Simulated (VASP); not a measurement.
# Na8NF7 (a cell with a defect) in VASP: settings compared

Na8NF7 (a cell with a defect) is run at these levels: PBEsol, LDA; tasks: single point.

Program: VASP 6.6.1. These are calculated values, not measurements. Logs are shortened: lines on timing, memory, paths and dates and some standing lists are left out, and cuts for length are marked.

**1. The cell of the first run**

The cell holds a defect, 16 atoms: a = 6.548 Å, b = 6.548 Å, c = 6.548 Å, α = 60.00°, β = 60.00°, γ = 60.00°.

**2. Single point, PBEsol**

Input file INCAR:

```
SYSTEM = Na8NF7
PREC = Accurate
ENCUT = 520
EDIFF = 1E-7
ISMEAR = -1
SIGMA = 0.05
LREAL = Auto
LASPH = .TRUE.
NELM = 80
ALGO = Normal
ISIF = 2
LWAVE = .FALSE.
LCHARG = .FALSE.
GGA = PS
NBANDS = 69
```

Input file KPOINTS:

```
Automatic mesh
0
Gamma
  1 1 1
  0.5 0.5 0.5
```

Input file POSCAR:

```
Na8NF7
1.0
    0.0000000000      4.6300000000      4.6300000000
    4.6300000000      0.0000000000      4.6300000000
    4.6300000000      4.6300000000      0.0000000000
N F Na
1 7 8
Direct
    0.7394780000      0.2525760000      0.2465360000
    0.2501720000      0.7665470000      0.7351600000
    0.2734550000      0.7270410000      0.2452190000
    0.7419330000      0.2507300000      0.7494860000
    0.2180310000      0.2692920000      0.7473510000
    0.7462180000      0.7514490000      0.2384240000
    0.2370830000      0.2508940000      0.2437570000
    0.7446690000      0.7633970000      0.7508800000
    0.0044330000      0.0288520000      0.9628100000
    0.4933090000      0.4995680000      0.5156900000
    0.0010560000      0.9863130000      0.5093900000
    0.5121290000      0.5141740000      0.9971480000
    0.0056220000      0.4976270000      0.0033160000
    0.4974670000      0.0004330000      0.4832400000
    0.5225940000      0.0211640000      0.9852420000
    0.0008720000      0.5231790000      0.5053210000
```

Potentials or basis: VASP PAW PBE potentials, release 64 (N, F, Na_pv).

The run is started by

```console
cat potpaw_PBE.64/N/POTCAR potpaw_PBE.64/F/POTCAR potpaw_PBE.64/Na_pv/POTCAR > POTCAR
mpirun -np 1 vasp_std > vasp.out
```

OUTCAR:

```text
SYSTEM = Na8NF7
   PREC = Accurate
   ENCUT = 520
   EDIFF = 1E-7
   ISMEAR = -1
   LREAL = Auto
   LASPH = .TRUE.
   NELM = 80
   ISIF = 2
   GGA = PS

 ion  position               nearest neighbor table
   1  0.739  0.253  0.247-  12 2.21
   2  0.250  0.767  0.735-  11 2.20  14 2.23  10 2.26   9 2.27
   3  0.273  0.727  0.245-  12 2.14  16 2.22  10 2.28
   4  0.742  0.251  0.749-  15 2.08   9 2.21  10 2.23  11 2.34
   5  0.218  0.269  0.747-   9 2.11  16 2.13  13 2.25  10 2.35
   6  0.746  0.751  0.238-  15 2.22  13 2.27  14 2.29  10 2.34
   7  0.237  0.251  0.244-  13 2.19  15 2.28  14 2.32  11 2.32
   8  0.745  0.763  0.751-  11 2.22  12 2.23  16 2.25  15 2.29
   9  0.004  0.029  0.963-   5 2.11   4 2.21   2 2.27
  10  0.493  0.500  0.516-   4 2.23   2 2.26   3 2.28   6 2.34   5 2.35
  11  0.001  0.986  0.509-   2 2.20   8 2.22   7 2.32   4 2.34
  12  0.512  0.514  0.997-   3 2.14   1 2.21   8 2.23
  13  0.006  0.498  0.003-   7 2.19   5 2.25   6 2.27
  14  0.497  0.000  0.483-   2 2.23   6 2.29   7 2.32
  15  0.523  0.021  0.985-   4 2.08   6 2.22   7 2.28   8 2.29
  16  0.001  0.523  0.505-   5 2.13   3 2.22   8 2.25

  LATTYP: Found a face centered cubic cell.
 ALAT       =     9.2600000000

  Lattice vectors:

 A1 = (   0.0000000000,   4.6300000000,   4.6300000000)
 A2 = (   4.6300000000,   0.0000000000,   4.6300000000)
 A3 = (   4.6300000000,   4.6300000000,   0.0000000000)

Analysis of symmetry for initial positions (statically):
=====================================================================
 Subroutine PRICEL returns:
 Original cell was already a primitive cell.

 Routine SETGRP: Setting up the symmetry group for a
 face centered cubic supercell.

 Subroutine GETGRP returns: Found  1 space group operations
 (whereof  1 operations were pure point group operations)
 out of a pool of 48 trial point group operations.

The static configuration has the point symmetry C_1 .

Analysis of symmetry for dynamics (positions and initial velocities):
=====================================================================
 Subroutine PRICEL returns:
 Original cell was already a primitive cell.

 Routine SETGRP: Setting up the symmetry group for a
 face centered cubic supercell.

 Subroutine GETGRP returns: Found  1 space group operations
 (whereof  1 operations were pure point group operations)
 out of a pool of 48 trial point group operations.

The dynamic configuration has the point symmetry C_1 .

 Subroutine INISYM returns: Found  1 space group operations
 (whereof  1 operations are pure point group operations),
 and found     1 'primitive' translations

----------------------------------------------------------------------------------------

                                     Primitive cell

  volume of cell :     198.5057

  direct lattice vectors                    reciprocal lattice vectors
     0.000000000  4.630000000  4.630000000    -0.107991361  0.107991361  0.107991361
     4.630000000  0.000000000  4.630000000     0.107991361 -0.107991361  0.107991361
     4.630000000  4.630000000  0.000000000     0.107991361  0.107991361 -0.107991361

  length of vectors
     6.547808794  6.547808794  6.547808794     0.187046523  0.187046523  0.187046523

  position of ions in fractional coordinates (direct lattice)
     0.739478000  0.252576000  0.246536000
     0.250172000  0.766547000  0.735160000
     0.273455000  0.727041000  0.245219000
     0.741933000  0.250730000  0.749486000
     0.218031000  0.269292000  0.747351000
     0.746218000  0.751449000  0.238424000
[... 8 lines left out ...]
     0.522594000  0.021164000  0.985242000
     0.000872000  0.523179000  0.505321000

  ion indices of the primitive-cell ions
   primitive index   ion index
                 1           1
                 2           2
                 3           3
                 4           4
                 5           5
                 6           6
[... 8 lines left out ...]
                15          15
                16          16

----------------------------------------------------------------------------------------

 KPOINTS: Automatic mesh

Automatic generation of k-mesh.
 Grid dimensions read from file:
 generate k-points for:    1    1    1

 Generating k-lattice:

  Cartesian coordinates                     Fractional coordinates (reciprocal lattice)
    -0.107991361  0.107991361  0.107991361     1.000000000  0.000000000  0.000000000
     0.107991361 -0.107991361  0.107991361     0.000000000  1.000000000  0.000000000
     0.107991361  0.107991361 -0.107991361     0.000000000  0.000000000  1.000000000

  Length of vectors
     0.187046523  0.187046523  0.187046523

  Shift w.r.t. Gamma in fractional coordinates (k-lattice)
     0.500000000  0.500000000  0.500000000

 Subroutine IBZKPT returns following result:
 ===========================================

 Found      4 irreducible k-points:

 Following reciprocal coordinates:
            Coordinates               Weight
  0.500000  0.500000  0.500000      1.000000
  0.500000  0.000000  0.000000      1.000000
  0.000000  0.000000  0.500000      1.000000
  0.000000  0.500000  0.000000      1.000000
   k-points           NKPTS =      4   k-points in BZ     NKDIM =      4   number of bands    NBANDS=     69
   number of dos      NEDOS =    301   number of ions     NIONS =     16
   total plane-waves  NPLWV = 125000
   dimension x,y,z NGX =    50 NGY =   50 NGZ =   50
   dimension x,y,z NGXF=   100 NGYF=  100 NGZF=  100
   ions per type =               1   7   8
   NGX,Y,Z   is equivalent  to a cutoff of  12.69, 12.69, 12.69 a.u.
   NGXF,Y,Z  is equivalent  to a cutoff of  25.39, 25.39, 25.39 a.u.
 SYSTEM =  Na8NF7
   PREC   = accura    normal or accurate (medium, high low for compatibility)
   ISTART =      0    job   : 0-new  1-cont  2-samecut
   ICHARG =      2    charge: 1-file 2-atom 10-const
   ISPIN  =      1    spin polarized calculation?
   LNONCOLLINEAR =      F non collinear calculations
   LSORBIT =      F    spin-orbit coupling
   LASPH  =      T    aspherical Exc in radial PAW
   ENCUT  =  520.0 eV  38.22 Ry    6.18 a.u.  12.17 12.17 12.17*2*pi/ulx,y,z
   NELM   =     80;   NELMIN=  2; NELMDL= -5     # of ELM steps
   EDIFF  = 0.1E-06   stopping-criterion for ELM
   LREAL  =      T    real-space projection
   EDIFFG = 0.1E-05   stopping-criterion for IOM
   NSW    =      0    number of steps for IOM
   IBRION =     -1    ionic relax: 0-MD 1-quasi-New 2-CG
   NFREE  =      0    steps in history (QN), initial steepest desc. (CG)
   ISIF   =      2    stress and relaxation
   ISYM   =      2    0-nonsym 1-usesym 2-fastsym
   POTIM  = 0.5000    time-step for ionic-motion
   TEBEG  =    0.0;   TEEND  =   0.0 temperature during run
   PSTRESS=    0.0 pullay stress
   NELECT =     110.0000    total number of electrons
   NUPDOWN=      -1.0000    fix difference up-down
   EMIN   =  10.00;   EMAX   =-10.00  energy-range for DOS
   EFERMI =   0.00;   METHOD = LEGACY
   ISMEAR =    -1;   SIGMA  =   0.05  broadening in eV -4-tet -1-fermi 0-gaus
   EFERMI_NEDOS =   21; number of points for ismear=-14 and -15
   IALGO  =     38    algorithm
   IMIX   =      4    mixing-type and parameters
     AMIX     =   0.40;   BMIX     =  1.00
     AMIX_MAG =   1.60;   BMIX_MAG =  1.00
  volume/ion in A,a.u.               =      12.41        83.72
  Fermi-wavevector in a.u.,A,eV,Ry     =   1.344667  2.541052 24.601092  1.808129
  Thomas-Fermi vector in A             =   2.472642
   LORBIT       =      0    0 simple, 1 ext, 2 COOP (PROOUT), +10 PAW based schemes
   GGA     = PS    functional components
   LHFCALC =     F    Hartree Fock is set to
   AEXX    =    0.0000 exact exchange contribution
   IVDW    =     0    specifies the selected vdW correction
   LEPSILON=     F    determine dielectric tensor
   LRPA    =     F    only Hartree local field effects (RPA)
 non-spin polarized calculation
  energy-cutoff  :      520.00
  volume of cell :      198.51
 maximum number of plane-waves:      5342
 NGX is ok and might be reduce to    50
   NGX = 25   NGY = 25   NGZ = 25

 number of electron     109.9999998 magnetization

 Free energy of the ion-electron system (eV)
  ---------------------------------------------------
  ext. energy  EPLUGINS =         0.00000000
  ---------------------------------------------------
  free energy    TOTEN  =       -66.44372571 eV

  energy without entropy =      -66.30299959  energy(sigma->0) =      -66.37336265

 E-fermi :   0.0904     XC(G=0):  -9.4196

 val. band max:        0.0895250001   @ k =   0.5000   0.0000   0.0000
 cond. band min:       0.0922272317   @ k =   0.0000   0.5000   0.0000
 fundamental gap:      0.0027022316
 Fermi energy:         0.0903884769

 k-point     1 :       0.5000    0.5000    0.5000
  band No.  band energies     occupation
      1     -21.7915      2.00000
      2     -21.7300      2.00000
      3     -21.6700      2.00000
      4     -21.6555      2.00000
      5     -21.4702      2.00000
      6     -21.4404      2.00000
[... 59 lines left out ...]
     66      10.7984      0.00000
     67      10.8896      0.00000

 k-point     2 :       0.5000    0.0000    0.0000
  band No.  band energies     occupation
      1     -21.7984      2.00000
      2     -21.7341      2.00000
      3     -21.6717      2.00000
      4     -21.6555      2.00000
      5     -21.4539      2.00000
      6     -21.4370      2.00000
[... 59 lines left out ...]
     66      10.7995      0.00000
     67      10.8486      0.00000

 k-point     3 :       0.0000    0.0000    0.5000
  band No.  band energies     occupation
      1     -21.7958      2.00000
      2     -21.7286      2.00000
      3     -21.6671      2.00000
      4     -21.6546      2.00000
      5     -21.4669      2.00000
      6     -21.4387      2.00000
[... 59 lines left out ...]
     66      10.7824      0.00000
     67      10.9758      0.00000

 k-point     4 :       0.0000    0.5000    0.0000
  band No.  band energies     occupation
      1     -21.7944      2.00000
      2     -21.7256      2.00000
      3     -21.6778      2.00000
      4     -21.6527      2.00000
      5     -21.4671      2.00000
      6     -21.4339      2.00000
[... 59 lines left out ...]
     66      10.7882      0.00000
     67      10.9132      0.00000
 [bands above 67 left out]

------------------------ aborting loop because EDIFF is reached ----------------------------------------

  FORCE on cell =-STRESS in cart. coord.  units (eV):
  Direction    XX          YY          ZZ          XY          YZ          ZX
  --------------------------------------------------------------------------------------
  -------------------------------------------------------------------------------------
  Total        2.6389608      4.0474001      4.4363228      0.1217980     -0.2921227     -0.1653443
  in kB       21.2995561     32.6673384     35.8064081      0.9830550     -2.3577783     -1.3345257
  external PRESSURE =      29.9244342 kB  Pullay stress =       0.0000000 kB

 VOLUME and BASIS-vectors are now :
 -----------------------------------------------------------------------------
  energy-cutoff  :      520.00
  volume of cell :      198.51
      direct lattice vectors                 reciprocal lattice vectors
     0.000000000  4.630000000  4.630000000    -0.107991361  0.107991361  0.107991361
     4.630000000  0.000000000  4.630000000     0.107991361 -0.107991361  0.107991361
     4.630000000  4.630000000  0.000000000     0.107991361  0.107991361 -0.107991361

 POSITION                                       TOTAL-FORCE (eV/Angst)
 -----------------------------------------------------------------------------------
      2.31089      4.56524      4.59321        -0.033194      0.587312      0.060808
      6.95290      4.56209      4.70741        -0.021403      0.278415     -0.217664
      4.50156      2.40146      4.63230         0.626554     -0.273642      0.123685
      4.63100      6.90527      4.59603         0.111442     -0.080355      0.655320
      4.70706      4.46972      2.25631        -0.157546      0.559452      0.566966
      4.58311      4.55889      6.93420         0.172594      0.310753      0.166002
[... 8 lines left out ...]
      4.65966      6.98128      2.51760        -0.040039     -0.205244     -1.017867
      4.76196      2.34367      2.42636        -0.466443     -0.588069     -0.213304
 -----------------------------------------------------------------------------------
    total drift:                                0.004751      0.001164      0.000723

  FREE ENERGIE OF THE ION-ELECTRON SYSTEM (eV)
  ---------------------------------------------------
  free  energy   TOTEN  =       -66.4437257089 eV

  energy  without entropy=      -66.3029995878  energy(sigma->0) =      -66.37336265
```

Wall time 4.4 min (1 thread of Intel Xeon 8259CL, shared host); peak memory 0.37 GiB.

Results:

| Quantity | Value |
| --- | --- |
| Free energy | -66.4437 eV |
| Pressure | 3.0 GPa |
| Largest force | 1.039 eV/Å |
| Band gap on the k mesh | zero (filled and empty bands overlap) |

Forces on the atoms (eV/Å):
```
N   -0.033  0.587  0.061
F   -0.021  0.278 -0.218
F    0.627 -0.274  0.124
F    0.111 -0.080  0.655
F   -0.158  0.559  0.567
F    0.173  0.311  0.166
F    0.058  0.281  0.160
F   -0.123 -0.073  0.033
Na  -0.289  0.493 -0.596
Na  -0.004 -0.178  0.157
Na  -0.070 -0.140  0.366
Na  -0.175 -0.873 -0.212
Na   0.215 -0.130  0.280
Na   0.195  0.031 -0.313
Na  -0.040 -0.205 -1.018
Na  -0.466 -0.588 -0.213
```

Stress tensor (GPa, compression positive):
```
 2.13  0.10 -0.13
 0.10  3.27 -0.24
-0.13 -0.24  3.58
```

Caveat: the k points lie up to 1.18 Å⁻¹ apart; the PAW data sets were made with another functional, which shifts forces and pressure a little.

**3. Single point, PBEsol**

Input file INCAR:

```
  PREC = Accurate
  ENCUT = 520
  EDIFF = 1E-6
  ISMEAR = -1
  SIGMA = 0.05
  LREAL = Auto
  LASPH = True
  NELM = 60
  ALGO = Normal
  ISIF = 2
  LWAVE = False
  LCHARG = True
  GGA = PS
  LELF = True
  LVHAR = True
  NBANDS = 69
```

Input file KPOINTS:

```
Automatic mesh
0
Gamma
  2 2 2
  0.5 0.5 0.5
```

POSCAR is that of step 2.

Potentials or basis: VASP PAW PBE potentials, release 64 (N, F, Na_pv).

The run is started by

```console
cat potpaw_PBE.64/N/POTCAR potpaw_PBE.64/F/POTCAR potpaw_PBE.64/Na_pv/POTCAR > POTCAR
mpirun -np 1 vasp_std > vasp.out
```

Run time: 14 min. Hardware: 1 thread of Intel Xeon 8259CL, shared host; peak memory 0.44 GiB.

Results (log left out):

* Free energy: -66.3811 eV
* Pressure: 3.1 GPa
* Largest force: 1.039 eV/Å
* Band gap on the k mesh: zero (bands 55 and 56 overlap by 0.09 eV)

Forces in eV/Å, atoms in the order of the input:
```
N   -0.034  0.588  0.060
F   -0.021  0.278 -0.218
F    0.625 -0.273  0.123
F    0.111 -0.080  0.654
F   -0.157  0.558  0.565
F    0.174  0.311  0.166
F    0.057  0.280  0.159
F   -0.123 -0.075  0.034
Na  -0.287  0.494 -0.596
Na  -0.005 -0.179  0.158
Na  -0.072 -0.141  0.368
Na  -0.172 -0.869 -0.213
Na   0.217 -0.128  0.278
Na   0.193  0.028 -0.310
Na  -0.039 -0.204 -1.018
Na  -0.467 -0.588 -0.211
```

Stress tensor (GPa, compression positive):
```
 2.20  0.08 -0.12
 0.08  3.34 -0.22
-0.12 -0.22  3.65
```

Levels at points of the mesh, in eV from the Fermi level:
```csv
k point,band 52,band 53,band 54,band 55,band 56,band 57,band 58,band 59
"(0.25, 0.25, 0.25)",-2.24,-2.22,-0.07,0.05,0.07,4.86,7.59,8.54
```

Caveat: the k points lie up to 0.59 Å⁻¹ apart; the PAW data sets were made with another functional, which shifts forces and pressure a little.

**4. Single point, LDA**

Input file INCAR:

```
SYSTEM = Na8NF7
PREC     = Accurate       ! precision mode
ENCUT    = 520            ! plane-wave cutoff, eV
EDIFF    = 1E-7           ! SCF threshold, eV
ISMEAR   = -1             ! smearing method
SIGMA    = 0.05           ! smearing width, eV
LREAL    = Auto         
LASPH    = .True.         ! aspherical terms in the spheres
NELM     = 60             ! most SCF steps
ALGO     = Normal         ! electronic algorithm
ISIF     = 2              ! what is computed and relaxed
LWAVE    = .False.        ! write WAVECAR
LCHARG   = .True.         ! write CHGCAR
LELF     = .True.         ! ELF
LVHAR    = .True.       
NBANDS   = 69             ! bands
```

KPOINTS is that of step 3.

POSCAR is that of step 3.

Potentials or basis: VASP PAW LDA potentials, release 64 (N, F, Na_pv).

The run is started by

```console
cat potpaw_LDA.64/N/POTCAR potpaw_LDA.64/F/POTCAR potpaw_LDA.64/Na_pv/POTCAR > POTCAR
mpirun -np 1 vasp_std > vasp.out
```

It took 14 min on 1 thread of Intel Xeon 8259CL, shared host; peak memory 0.35 GiB.

Results (log left out):

```
Free energy            : -70.8347 eV
Pressure               : -1.2 GPa
Largest force          : 0.947 eV/Å
Band gap on the k mesh : zero (bands 55 and 56 overlap by 0.09 eV)
```

Forces on the atoms (eV/Å):
```
N   -0.036  0.541  0.059
F   -0.027  0.228 -0.187
F    0.569 -0.218  0.072
F    0.107 -0.059  0.565
F   -0.115  0.478  0.513
F    0.176  0.263  0.150
F    0.021  0.259  0.144
F   -0.136 -0.057  0.043
Na  -0.297  0.427 -0.522
Na   0.012 -0.184  0.163
Na  -0.050 -0.098  0.348
Na  -0.117 -0.824 -0.177
Na   0.210 -0.102  0.267
Na   0.166  0.012 -0.327
Na  -0.043 -0.152 -0.934
Na  -0.438 -0.515 -0.178
```

Stress tensor (GPa, compression positive):
```
-2.02  0.09 -0.10
 0.09 -0.92 -0.20
-0.10 -0.20 -0.64
```

Levels at points of the mesh, in eV from the Fermi level:
```csv
k point,band 53,band 54,band 55,band 56,band 57,band 58
"(0.25, 0.25, 0.25)",-2.25,-0.08,0.06,0.07,4.65,7.37
```

Caveat: the k points lie up to 0.59 Å⁻¹ apart.

(Continued in part 2 of 2.)
